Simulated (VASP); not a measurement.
# Au3C in VASP: a series of runs

The runs below take Au3C through single point, with PBE.

Program: VASP 6.6.1. These are calculated values, not measurements. Logs are shortened: lines on timing, memory, paths and dates and some standing lists are left out, and cuts for length are marked.

**1. The cell of the first run**

The cell holds a slab with vacuum, 4 atoms: a = 2.940 Å, b = 2.940 Å, c = 21.897 Å, α = 90.00°, β = 90.00°, γ = 120.00°.

**2. Single point, PBE**

INCAR reads:

```
SYSTEM = Au3C
  ALGO = Normal
  DIPOL = 0.5 0.5 0.353
  EDIFF = 1E-7
  ENCUT = 520
  GGA = PE
  IDIPOL = 3
  ISIF = 2
  ISMEAR = 0
  LASPH = .TRUE.
  LCHARG = .TRUE.
  LDIPOL = .TRUE.
  LELF = .TRUE.
  LREAL = .FALSE.
  LVACPOTAV = .TRUE.
  LVHAR = .TRUE.
  LWAVE = .FALSE.
  NBANDS = 26
  NELM = 60
  PREC = Accurate
  SIGMA = 0.1
```

KPOINTS reads:

```
k-points
0
G
  9 9 1
  0 0 0
```

POSCAR reads:

```
Au3C
1.0
    2.9402049748      0.0000000000      0.0000000000
   -1.4701024874      2.5462922005      0.0000000000
    0.0000000000      0.0000000000     21.8974947720
Au C
3 1
Direct
    0.6666666667      0.3333333333      0.1826692981
    0.3333333333      0.6666666667      0.2945190844
    0.0000000000      0.0000000000      0.4063247812
    0.4444444444     -0.4444444444      0.5282565377
```

Potentials or basis: VASP PAW PBE potentials, release 64 (Au, C).

The run is started by

```sh
cat potpaw_PBE.64/Au/POTCAR potpaw_PBE.64/C/POTCAR > POTCAR
mpirun -np 1 vasp_std > vasp.out
```

OUTCAR:

```text
SYSTEM = Au3C
   EDIFF = 1E-7
   ENCUT = 520
   GGA = PE
   ISIF = 2
   ISMEAR = 0
   LASPH = .TRUE.
   LREAL = .FALSE.
   NELM = 60
   PREC = Accurate

 ion  position               nearest neighbor table
   1  0.667  0.333  0.183-   2 2.98   2 2.98   2 2.98
   2  0.333  0.667  0.295-   3 2.98   3 2.98   3 2.98   1 2.98   1 2.98   1 2.98
   3  0.000  0.000  0.406-   2 2.98   2 2.98   2 2.98
   4  0.444  0.556  0.528-

  LATTYP: Found a hexagonal cell.
 ALAT       =     2.9402049748
 C/A-ratio  =     7.4476082313

  Lattice vectors:

 A1 = (   2.9402049748,   0.0000000000,   0.0000000000)
 A2 = (  -1.4701024874,   2.5462922005,   0.0000000000)
 A3 = (   0.0000000000,   0.0000000000,  21.8974947720)

Analysis of symmetry for initial positions (statically):
=====================================================================
 Subroutine PRICEL returns:
 Original cell was already a primitive cell.

 Routine SETGRP: Setting up the symmetry group for a
 hexagonal supercell.

 Subroutine GETGRP returns: Found  2 space group operations
 (whereof  2 operations were pure point group operations)
 out of a pool of 24 trial point group operations.

The static configuration has the point symmetry C_1h.

Analysis of symmetry for dynamics (positions and initial velocities):
=====================================================================
 Subroutine PRICEL returns:
 Original cell was already a primitive cell.

 Routine SETGRP: Setting up the symmetry group for a
 hexagonal supercell.

 Subroutine GETGRP returns: Found  2 space group operations
 (whereof  2 operations were pure point group operations)
 out of a pool of 24 trial point group operations.

The dynamic configuration has the point symmetry C_1h.

 Subroutine INISYM returns: Found  2 space group operations
 (whereof  2 operations are pure point group operations),
 and found     1 'primitive' translations

----------------------------------------------------------------------------------------

                                     Primitive cell

  volume of cell :     163.9382

  direct lattice vectors                    reciprocal lattice vectors
     2.940204975  0.000000000  0.000000000     0.340112342  0.196363952  0.000000000
    -1.470102487  2.546292200  0.000000000     0.000000000  0.392727904  0.000000000
     0.000000000  0.000000000 21.897494772     0.000000000  0.000000000  0.045667325

  length of vectors
     2.940204975  2.940204975 21.897494772     0.392727904  0.392727904  0.045667325

  position of ions in fractional coordinates (direct lattice)
     0.666666667  0.333333333  0.182669298
     0.333333333  0.666666667  0.294519084
     0.000000000  0.000000000  0.406324781
     0.444444444  0.555555556  0.528256538

  ion indices of the primitive-cell ions
   primitive index   ion index
                 1           1
                 2           2
                 3           3
                 4           4

----------------------------------------------------------------------------------------

 KPOINTS: k-points

Automatic generation of k-mesh.
 Grid dimensions read from file:
 generate k-points for:    9    9    1

 Generating k-lattice:

  Cartesian coordinates                     Fractional coordinates (reciprocal lattice)
     0.037790260  0.021818217  0.000000000     0.111111111  0.000000000  0.000000000
     0.000000000  0.043636434  0.000000000     0.000000000  0.111111111  0.000000000
     0.000000000  0.000000000  0.045667325     0.000000000  0.000000000  1.000000000

  Length of vectors
     0.043636434  0.043636434  0.045667325

  Shift w.r.t. Gamma in fractional coordinates (k-lattice)
     0.000000000  0.000000000  0.000000000

 Subroutine IBZKPT returns following result:
 ===========================================

 Found     25 irreducible k-points:

 Following reciprocal coordinates:
            Coordinates               Weight
  0.000000  0.000000  0.000000      1.000000
  0.111111  0.000000  0.000000      4.000000
 -0.111111  0.111111  0.000000      2.000000
  0.222222 -0.000000  0.000000      4.000000
 -0.222222  0.222222  0.000000      2.000000
  0.333333 -0.000000  0.000000      4.000000
[... 16 lines left out ...]
 -0.222222 -0.444444  0.000000      4.000000
  0.444444  0.333333  0.000000      4.000000
   k-points           NKPTS =     25   k-points in BZ     NKDIM =     25   number of bands    NBANDS=     26
   number of dos      NEDOS =    301   number of ions     NIONS =      4
   total plane-waves  NPLWV =  96768
   dimension x,y,z NGX =    24 NGY =   24 NGZ =  168
   dimension x,y,z NGXF=    48 NGYF=   48 NGZF=  336
   ions per type =               3   1
   NGX,Y,Z   is equivalent  to a cutoff of  13.57, 13.57, 12.75 a.u.
   NGXF,Y,Z  is equivalent  to a cutoff of  27.14, 27.14, 25.51 a.u.
 SYSTEM =  Au3C
   PREC   = accura    normal or accurate (medium, high low for compatibility)
   ISTART =      0    job   : 0-new  1-cont  2-samecut
   ICHARG =      2    charge: 1-file 2-atom 10-const
   ISPIN  =      1    spin polarized calculation?
   LNONCOLLINEAR =      F non collinear calculations
   LSORBIT =      F    spin-orbit coupling
   LASPH  =      T    aspherical Exc in radial PAW
   ENCUT  =  520.0 eV  38.22 Ry    6.18 a.u.   5.47  5.47 40.71*2*pi/ulx,y,z
   NELM   =     60;   NELMIN=  2; NELMDL= -5     # of ELM steps
   EDIFF  = 0.1E-06   stopping-criterion for ELM
   LREAL  =      F    real-space projection
   EDIFFG = 0.1E-05   stopping-criterion for IOM
   NSW    =      0    number of steps for IOM
   IBRION =     -1    ionic relax: 0-MD 1-quasi-New 2-CG
   NFREE  =      0    steps in history (QN), initial steepest desc. (CG)
   ISIF   =      2    stress and relaxation
   ISYM   =      2    0-nonsym 1-usesym 2-fastsym
   POTIM  = 0.5000    time-step for ionic-motion
   TEBEG  =    0.0;   TEEND  =   0.0 temperature during run
   PSTRESS=    0.0 pullay stress
   NELECT =      37.0000    total number of electrons
   NUPDOWN=      -1.0000    fix difference up-down
   EMIN   =  10.00;   EMAX   =-10.00  energy-range for DOS
   EFERMI =   0.00;   METHOD = LEGACY
   ISMEAR =     0;   SIGMA  =   0.10  broadening in eV -4-tet -1-fermi 0-gaus
   EFERMI_NEDOS =   21; number of points for ismear=-14 and -15
   IALGO  =     38    algorithm
   IMIX   =      4    mixing-type and parameters
     AMIX     =   0.40;   BMIX     =  1.00
     AMIX_MAG =   1.60;   BMIX_MAG =  1.00
  volume/ion in A,a.u.               =      40.98       276.58
  Fermi-wavevector in a.u.,A,eV,Ry     =   0.996740  1.883566 13.517266  0.993491
  Thomas-Fermi vector in A             =   2.128849
   LORBIT       =      0    0 simple, 1 ext, 2 COOP (PROOUT), +10 PAW based schemes
   GGA     = PE    functional components
   LHFCALC =     F    Hartree Fock is set to
   AEXX    =    0.0000 exact exchange contribution
   IVDW    =     0    specifies the selected vdW correction
   LEPSILON=     F    determine dielectric tensor
   LRPA    =     F    only Hartree local field effects (RPA)
 non-spin polarized calculation
 Gauss-broadening in eV      SIGMA  =   0.10
  energy-cutoff  :      520.00
  volume of cell :      163.94
 maximum number of plane-waves:      4481
 NGX is ok and might be reduce to    24
   NGX = 11   NGY = 11   NGZ = 81

 dipolmoment           0.000000      0.000000     -0.000029 electrons x Angstroem

 number of electron      36.9999996 magnetization

 dipolmoment           0.000000      0.000000      0.026886 electrons x Angstroem

 Free energy of the ion-electron system (eV)
  ---------------------------------------------------
  ext. energy  EPLUGINS =         0.00000000
  ---------------------------------------------------
  free energy    TOTEN  =       -11.87661687 eV

  energy without entropy =      -11.86587383  energy(sigma->0) =      -11.87124535

 E-fermi :  -0.4562     XC(G=0):  -5.7479

 val. band max:       -0.5224605712   @ k =   0.2222   0.2222   0.0000
 cond. band min:      -0.4335450721   @ k =  -0.3333   0.2222   0.0000
 fundamental gap:      0.0889154991
 Fermi energy:        -0.4561536013

 k-point     1 :       0.0000    0.0000    0.0000
  band No.  band energies     occupation
      1     -10.4028      2.00000
      2      -8.6294      2.00000
      3      -7.2031      2.00000
      4      -6.8038      2.00000
      5      -4.5984      2.00000
      6      -4.4171      2.00000
[... 18 lines left out ...]
     25       5.3390      0.00000
     26       5.8992      0.00000

 k-point     2 :       0.1111    0.0000    0.0000
  band No.  band energies     occupation
      1     -10.2201      2.00000
      2      -8.2790      2.00000
      3      -6.8540      2.00000
      4      -6.4917      2.00000
      5      -4.6499      2.00000
      6      -4.5796      2.00000
[... 18 lines left out ...]
     25       5.6033      0.00000
     26       6.1635      0.00000

 k-point     3 :      -0.1111    0.1111    0.0000
  band No.  band energies     occupation
      1     -10.2214      2.00000
      2      -8.2786      2.00000
      3      -6.8550      2.00000
      4      -6.4924      2.00000
      5      -4.6492      2.00000
      6      -4.5796      2.00000
[... 18 lines left out ...]
     25       5.6073      0.00000
     26       6.1632      0.00000

 k-point     4 :       0.2222   -0.0000    0.0000
  band No.  band energies     occupation
      1      -9.7076      2.00000
      2      -7.3730      2.00000
      3      -6.1197      2.00000
      4      -5.8497      2.00000
      5      -5.0643      2.00000
      6      -4.7931      2.00000
[... 18 lines left out ...]
     25       6.3790      0.00000
     26       6.9506      0.00000

 k-point     5 :      -0.2222    0.2222    0.0000
  band No.  band energies     occupation
      1      -9.7129      2.00000
      2      -7.3714      2.00000
      3      -6.1242      2.00000
      4      -5.8525      2.00000
      5      -5.0649      2.00000
      6      -4.7923      2.00000
[... 18 lines left out ...]
     25       6.3993      0.00000
     26       6.9492      0.00000

 k-point     6 :       0.3333   -0.0000    0.0000
  band No.  band energies     occupation
      1      -8.9892      2.00000
      2      -6.5808      2.00000
      3      -6.0385      2.00000
      4      -5.7808      2.00000
      5      -5.4995      2.00000
      6      -4.6883      2.00000
[... 427 lines left out ...]
 k-point    21 :      -0.2222    0.4444    0.0000
  band No.  band energies     occupation
      1      -8.6362      2.00000
      2      -5.8880      2.00000
      3      -5.6620      2.00000
      4      -5.3142      2.00000
      5      -5.0679      2.00000
      6      -4.7198      2.00000
[... 18 lines left out ...]
     25       6.9266      0.00000
     26       7.9581      0.00000

 k-point    22 :       0.3333    0.2222    0.0000
  band No.  band energies     occupation
      1      -8.1308      2.00000
      2      -5.6951      2.00000
      3      -5.6560      2.00000
      4      -5.4119      2.00000
      5      -5.0166      2.00000
      6      -4.8242      2.00000
[... 18 lines left out ...]
     25       6.0368      0.00000
     26       7.0109      0.00000

 k-point    23 :      -0.2222   -0.4444    0.0000
  band No.  band energies     occupation
      1      -8.1335      2.00000
      2      -5.6947      2.00000
      3      -5.6564      2.00000
      4      -5.4099      2.00000
      5      -5.0165      2.00000
      6      -4.8274      2.00000
[... 18 lines left out ...]
     25       6.0064      0.00000
     26       6.9813      0.00000

 k-point    24 :       0.4444    0.3333    0.0000
  band No.  band energies     occupation
      1      -8.1401      2.00000
      2      -5.6909      2.00000
      3      -5.6582      2.00000
      4      -5.4133      2.00000
      5      -5.0187      2.00000
      6      -4.8217      2.00000
[... 18 lines left out ...]
     25       6.0134      0.00000
     26       7.1495      0.00000

 [... further k-points ...]

------------------------ aborting loop because EDIFF is reached ----------------------------------------

  FORCE on cell =-STRESS in cart. coord.  units (eV):
  Direction    XX          YY          ZZ          XY          YZ          ZX
  --------------------------------------------------------------------------------------
  -------------------------------------------------------------------------------------
  Total       -5.1762396     -5.4729064     -3.7491343     -0.2569210     -0.0286748      0.0496662
  in kB      -50.5876697    -53.4870104    -36.6404923     -2.5109028     -0.2802403      0.4853904
  external PRESSURE =     -46.9050575 kB  Pullay stress =       0.0000000 kB

 VOLUME and BASIS-vectors are now :
 -----------------------------------------------------------------------------
  energy-cutoff  :      520.00
  volume of cell :      163.94
      direct lattice vectors                 reciprocal lattice vectors
     2.940204975  0.000000000  0.000000000     0.340112342  0.196363952  0.000000000
    -1.470102487  2.546292200  0.000000000     0.000000000  0.392727904  0.000000000
     0.000000000  0.000000000 21.897494772     0.000000000  0.000000000  0.045667325

 POSITION                                       TOTAL-FORCE (eV/Angst)
 -----------------------------------------------------------------------------------
      1.47010      0.84876      4.00000         0.002224     -0.001284      0.148954
     -0.00000      1.69753      6.44923         0.008074     -0.004661      0.085251
      0.00000      0.00000      8.89749        -0.040404      0.023327      0.802975
      0.49003      1.41461     11.56749         0.030106     -0.017382     -1.037181
 -----------------------------------------------------------------------------------
    total drift:                               -0.000017      0.000010      0.000060

  FREE ENERGIE OF THE ION-ELECTRON SYSTEM (eV)
  ---------------------------------------------------
  free  energy   TOTEN  =       -11.8766168660 eV

  energy  without entropy=      -11.8658738328  energy(sigma->0) =      -11.87124535

 vacuum level on the upper side and lower side of the slab         5.445         4.795
```

It took 96 s on 1 thread of Intel Xeon 6975P-C (Granite Rapids), shared host; peak memory 0.33 GiB.

What came out:

* Free energy: -11.8766 eV
* Largest force: 1.038 eV/Å

Forces on the atoms (eV/Å):
```
Au   0.002 -0.001  0.149
Au   0.008 -0.005  0.085
Au  -0.040  0.023  0.803
C    0.030 -0.017 -1.037
```

Caveat: spin-orbit coupling is left out, which moves the levels of the heavy elements.

[end of part 1 of 2]
